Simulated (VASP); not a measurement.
# Ta2N (P-31m) in VASP: a series of runs

The runs below take Ta2N through single point, with PBE.

All numbers are computed with VASP 6.6.1; they aren't measurements. Logs are shortened: lines on timing, memory, paths and dates and some standing lists are left out, and cuts for length are marked.

**1. The cell of the first run**

Symmetry: P-31m, No. 162, trigonal system. Conventional cell: a = 5.179 Å, b = 5.179 Å, c = 5.217 Å, α = 90.00°, β = 90.00°, γ = 120.00°. Ta (site symmetry m) has 3 N at 2.11 to 2.30 Å and 6 Ta at 2.85 to 2.97 Å within 3.0 Å. Within 2.8 Å of N (site symmetry 32) lie 6 Ta at 2.11 Å. N (site symmetry -3m) has 6 Ta at 2.30 Å within 3.0 Å.

**2. Single point, PBE**

INCAR

```
PREC = Accurate
ENCUT = 520
EDIFF = 1E-6
ISMEAR = 0
SIGMA = 0.15
LREAL = F
LASPH = T
NELM = 100
ALGO = Normal
ISIF = 2
LWAVE = F
LCHARG = F
GGA = PE
NBANDS = 50
```

KPOINTS

```
Automatic mesh
0
Gamma
  9 9 8
```

POSCAR

```
Ta2N
1.0
    5.1794057167      0.0000000000      0.0000000000
   -2.5897028583      4.4854969272      0.0000000000
    0.0000000000      0.0000000000      5.2166974379
Ta N
6 3
Direct
    0.6317886868      0.6317886868      0.7528547364
    0.0000000000      0.3682113132      0.7528547364
    0.3682113132      0.0000000000      0.7528547364
    0.3682113132      0.3682113132      0.2471452636
    0.0000000000      0.6317886868      0.2471452636
    0.6317886868      0.0000000000      0.2471452636
    0.6666666667      0.3333333333      0.5000000000
    0.3333333333      0.6666666667      0.5000000000
    0.0000000000      0.0000000000      0.0000000000
```

Potentials or basis: VASP PAW PBE potentials, release 64 (Ta_pv, N).

Launch:

```
> cat potpaw_PBE.64/Ta_pv/POTCAR potpaw_PBE.64/N/POTCAR > POTCAR
> mpirun -np 1 vasp_std > vasp.out
```

OUTCAR:

```text
PREC = Accurate
   ENCUT = 520
   EDIFF = 1E-6
   ISMEAR = 0
   LREAL = F
   LASPH = T
   NELM = 100
   ISIF = 2
   GGA = PE

 ion  position               nearest neighbor table
   1  0.632  0.632  0.753-   8 2.11   7 2.11   9 2.30   2 2.85   3 2.85   2 2.85   3 2.85   4 2.92
                             4 2.97   5 3.21   6 3.21   5 3.26   6 3.26   3 3.30   2 3.30
   2  0.000  0.368  0.753-   7 2.11   8 2.11   9 2.30   1 2.85   1 2.85   3 2.85   3 2.85   5 2.92
                             5 2.97   4 3.21   6 3.21   4 3.26   6 3.26   3 3.30   1 3.30
   3  0.368  0.000  0.753-   8 2.11   7 2.11   9 2.30   1 2.85   1 2.85   2 2.85   2 2.85   6 2.92
                             6 2.97   4 3.21   5 3.21   4 3.26   5 3.26   2 3.30   1 3.30
   4  0.368  0.368  0.247-   7 2.11   8 2.11   9 2.30   5 2.85   6 2.85   5 2.85   6 2.85   1 2.92
                             1 2.97   2 3.21   3 3.21   2 3.26   3 3.26   6 3.30   5 3.30
   5  0.000  0.632  0.247-   8 2.11   7 2.11   9 2.30   4 2.85   4 2.85   6 2.85   6 2.85   2 2.92
                             2 2.97   1 3.21   3 3.21   1 3.26   3 3.26   6 3.30   4 3.30
   6  0.632  0.000  0.247-   7 2.11   8 2.11   9 2.30   4 2.85   4 2.85   5 2.85   5 2.85   3 2.92
                             3 2.97   1 3.21   2 3.21   1 3.26   2 3.26   5 3.30   4 3.30
   7  0.667  0.333  0.500-   2 2.11   6 2.11   5 2.11   3 2.11   4 2.11   1 2.11
   8  0.333  0.667  0.500-   5 2.11   3 2.11   2 2.11   6 2.11   1 2.11   4 2.11
   9  0.000  0.000  0.000-   3 2.30   6 2.30   5 2.30   2 2.30   1 2.30   4 2.30

  LATTYP: Found a hexagonal cell.
 ALAT       =     5.1794057167
 C/A-ratio  =     1.0072000000

  Lattice vectors:

 A1 = (   5.1794057167,   0.0000000000,   0.0000000000)
 A2 = (  -2.5897028583,   4.4854969272,   0.0000000000)
 A3 = (   0.0000000000,   0.0000000000,   5.2166974379)

Analysis of symmetry for initial positions (statically):
=====================================================================
 Subroutine PRICEL returns:
 Original cell was already a primitive cell.

 Routine SETGRP: Setting up the symmetry group for a
 hexagonal supercell.

 Subroutine GETGRP returns: Found 12 space group operations
 (whereof 12 operations were pure point group operations)
 out of a pool of 24 trial point group operations.

The static configuration has the point symmetry D_3d.

Analysis of symmetry for dynamics (positions and initial velocities):
=====================================================================
 Subroutine PRICEL returns:
 Original cell was already a primitive cell.

 Routine SETGRP: Setting up the symmetry group for a
 hexagonal supercell.

 Subroutine GETGRP returns: Found 12 space group operations
 (whereof 12 operations were pure point group operations)
 out of a pool of 24 trial point group operations.

The dynamic configuration has the point symmetry D_3d.
[... 127 lines left out ...]
   EFERMI =   0.00;   METHOD = LEGACY
   ISMEAR =     0;   SIGMA  =   0.15  broadening in eV -4-tet -1-fermi 0-gaus
   EFERMI_NEDOS =   21; number of points for ismear=-14 and -15
   IALGO  =     38    algorithm
   IMIX   =      4    mixing-type and parameters
     AMIX     =   0.40;   BMIX     =  1.00
     AMIX_MAG =   1.60;   BMIX_MAG =  1.00
  volume/ion in A,a.u.               =      13.47        90.87
  Fermi-wavevector in a.u.,A,eV,Ry     =   1.431334  2.704830 27.874505  2.048718
  Thomas-Fermi vector in A             =   2.551082
   LORBIT       =      0    0 simple, 1 ext, 2 COOP (PROOUT), +10 PAW based schemes
   GGA     = PE    functional components
   LHFCALC =     F    Hartree Fock is set to
   AEXX    =    0.0000 exact exchange contribution
   IVDW    =     0    specifies the selected vdW correction
   LEPSILON=     F    determine dielectric tensor
   LRPA    =     F    only Hartree local field effects (RPA)
 non-spin polarized calculation
 Gauss-broadening in eV      SIGMA  =   0.15
  energy-cutoff  :      520.00
  volume of cell :      121.20
 maximum number of plane-waves:      3307
 NGX is ok and might be reduce to    40
   NGX = 19   NGY = 19   NGZ = 19

 number of electron      80.9999999 magnetization

 Free energy of the ion-electron system (eV)
  ---------------------------------------------------
  ext. energy  EPLUGINS =         0.00000000
  ---------------------------------------------------
  free energy    TOTEN  =      -101.41284181 eV

  energy without entropy =     -101.38574060  energy(sigma->0) =     -101.39929121

 E-fermi :   7.2351     XC(G=0): -12.8612

 val. band max:        7.2278210260   @ k =  -0.2222   0.4444   0.1250
 cond. band min:       7.2384103183   @ k =   0.1111  -0.0000   0.1250
 fundamental gap:      0.0105892924
 Fermi energy:         7.2351064616

 k-point     1 :       0.0000    0.0000    0.0000
  band No.  band energies     occupation
      1     -28.3471      2.00000
      2     -28.2706      2.00000
      3     -28.0596      2.00000
      4     -27.8663      2.00000
      5     -27.8663      2.00000
      6     -27.8124      2.00000
[... 1261 lines left out ...]
     49      10.4636      0.00000
     50      10.5148      0.00000

 [... further k-points ...]

------------------------ aborting loop because EDIFF is reached ----------------------------------------

  FORCE on cell =-STRESS in cart. coord.  units (eV):
  Direction    XX          YY          ZZ          XY          YZ          ZX
  --------------------------------------------------------------------------------------
  -------------------------------------------------------------------------------------
  Total       11.7935171     11.7935171     -3.1052477      0.0000000     -0.0000000      0.0000000
  in kB      155.9077773    155.9077773    -41.0507111      0.0000000     -0.0000000      0.0000000
  external PRESSURE =      90.2549479 kB  Pullay stress =       0.0000000 kB

 VOLUME and BASIS-vectors are now :
 -----------------------------------------------------------------------------
  energy-cutoff  :      520.00
  volume of cell :      121.20
      direct lattice vectors                 reciprocal lattice vectors
     5.179405717  0.000000000  0.000000000     0.193072344  0.111470370  0.000000000
    -2.589702858  4.485496927  0.000000000     0.000000000  0.222940739  0.000000000
     0.000000000  0.000000000  5.216697438     0.000000000  0.000000000  0.191692160

 POSITION                                       TOTAL-FORCE (eV/Angst)
 -----------------------------------------------------------------------------------
      1.63614      2.83389      3.92742         2.252522      3.901482      1.328787
     -0.95356      1.65161      3.92742         2.252522     -3.901482      1.328787
      1.90712      0.00000      3.92742        -4.505043     -0.000000      1.328787
      0.95356      1.65161      1.28928        -2.252522     -3.901482     -1.328787
     -1.63614      2.83389      1.28928        -2.252522      3.901482     -1.328787
      3.27229      0.00000      1.28928         4.505043     -0.000000     -1.328787
      2.58970      1.49517      2.60835         0.000000     -0.000000      0.000000
     -0.00000      2.99033      2.60835         0.000000     -0.000000     -0.000000
      0.00000      0.00000      0.00000         0.000000     -0.000000      0.000000
 -----------------------------------------------------------------------------------
    total drift:                                0.000000     -0.000000      0.000000

  FREE ENERGIE OF THE ION-ELECTRON SYSTEM (eV)
  ---------------------------------------------------
  free  energy   TOTEN  =      -101.4128418086 eV

  energy  without entropy=     -101.3857406031  energy(sigma->0) =     -101.39929121
```

stdout:

```text
POSCAR found type information on POSCAR TaN
 POSCAR found :  2 types and       9 ions
 scaLAPACK will be used
 LDA part: xc-table for (Slater+PW92), standard interpolation
 POSCAR, INCAR and KPOINTS ok, starting setup
 FFT: planning ... GRIDC
 FFT: planning ... GRID_SOFT
 FFT: planning ... GRID
 WAVECAR not read
 entering main loop
```

It took 13 min on 1 thread of AMD EPYC 7R13, shared host; peak memory 0.48 GiB.

Results:

- Free energy: -101.4128 eV
- Pressure: 9.0 GPa
- Largest force: 4.697 eV/Å
- Band gap on the k mesh: zero (an odd number of electrons rules out a gap without spin polarisation)

Forces on the atoms (eV/Å):
```
Ta   2.253  3.901  1.329
Ta   2.253 -3.901  1.329
Ta  -4.505  0.000  1.329
Ta  -2.253 -3.901 -1.329
Ta  -2.253  3.901 -1.329
Ta   4.505  0.000 -1.329
N    0.000  0.000  0.000
N    0.000  0.000  0.000
N    0.000  0.000  0.000
```

Levels at points of the mesh, in eV from the Fermi level:
| k point | band 38 | band 39 | band 40 | band 41 | band 42 | band 43 | band 44 | band 45 |
| --- | --- | --- | --- | --- | --- | --- | --- | --- |
| (0.00, 0.00, 0.00) | -1.31 | -0.38 | -0.34 | -0.34 | -0.27 | -0.27 | 1.35 | 1.35 |
| (0.00, 0.00, 0.50) | -1.54 | -0.87 | -0.66 | -0.66 | 0.48 | 0.48 | 0.65 | 2.03 |

Caveat: the stress differs along the axes, from -4 to 16 GPa; spin-orbit coupling is left out, which moves the levels of the heavy elements; forces of over 1 eV/Å act on the atoms, so gaps and moduli don't describe the material at rest.

**3. Single point, PBE**

INCAR

```
SYSTEM = Ta2N
  PREC = Accurate
  ENCUT = 520
  EDIFF = 1E-6
  ISMEAR = 0
  SIGMA = 0.15
  LREAL = .FALSE.
  LASPH = .TRUE.
  NELM = 100
  ALGO = Normal
  ISIF = 2
  LWAVE = .FALSE.
  LCHARG = .FALSE.
  GGA = PE
  NBANDS = 50
```

KPOINTS

```
regular mesh
0
G
  9 9 8
  0 0 0
```

POSCAR

```
Ta2N
1.0
    5.2118624604      0.0000000000      0.0000000000
   -2.6059312302      4.5136052918      0.0000000000
    0.0000000000      0.0000000000      5.1519260421
Ta N
6 3
Direct
    0.6435499110      0.6435499110      0.7528547364
    0.0000000000      0.3564500890      0.7528547364
    0.3564500890      0.0000000000      0.7528547364
    0.3564500890      0.3564500890      0.2471452636
    0.0000000000      0.6435499110      0.2471452636
    0.6435499110      0.0000000000      0.2471452636
    0.6666666667      0.3333333333      0.5000000000
    0.3333333333      0.6666666667      0.5000000000
    0.0000000000      0.0000000000      0.0000000000
```

Potentials or basis: VASP PAW PBE potentials, release 64 (Ta_pv, N).

Launch:

```
> cat potpaw_PBE.64/Ta_pv/POTCAR potpaw_PBE.64/N/POTCAR > POTCAR
> mpirun -np 1 vasp_std > vasp.out
```

Wall time 14 min (1 thread of AMD EPYC 7R13, shared host); peak memory 0.49 GiB.

The run converged. Its results:

- Free energy: -102.9308 eV
- Pressure: 4.2 GPa
- Largest force: 3.093 eV/Å
- Band gap on the k mesh: zero (an odd number of electrons rules out a gap without spin polarisation)

Forces in eV/Å, atoms in the order of the input:
```
Ta   1.458  2.526  1.030
Ta   1.458 -2.526  1.030
Ta  -2.916  0.000  1.030
Ta  -1.458 -2.526 -1.030
Ta  -1.458  2.526 -1.030
Ta   2.916  0.000 -1.030
N    0.000  0.000  0.000
N    0.000  0.000  0.000
N    0.000  0.000  0.000
```

Stress tensor (GPa, compression positive):
```
 8.96  0.00  0.00
 0.00  8.96  0.00
 0.00  0.00 -5.30
```

Levels at points of the mesh, in eV from the Fermi level:
| k point | band 38 | band 39 | band 40 | band 41 | band 42 | band 43 | band 44 | band 45 |
| --- | --- | --- | --- | --- | --- | --- | --- | --- |
| (0.00, 0.00, 0.00) | -1.26 | -0.51 | -0.51 | -0.51 | -0.28 | -0.28 | 1.16 | 1.16 |
| (0.00, 0.00, 0.50) | -1.77 | -1.00 | -1.00 | -0.93 | 0.53 | 0.64 | 0.64 | 2.02 |

Caveat: the stress differs along the axes, from -5 to 9 GPa; spin-orbit coupling is left out, which moves the levels of the heavy elements; forces of over 1 eV/Å act on the atoms, so gaps and moduli don't describe the material at rest.

The gap in the log of VASP goes by the Fermi energy; the results here count the filled bands.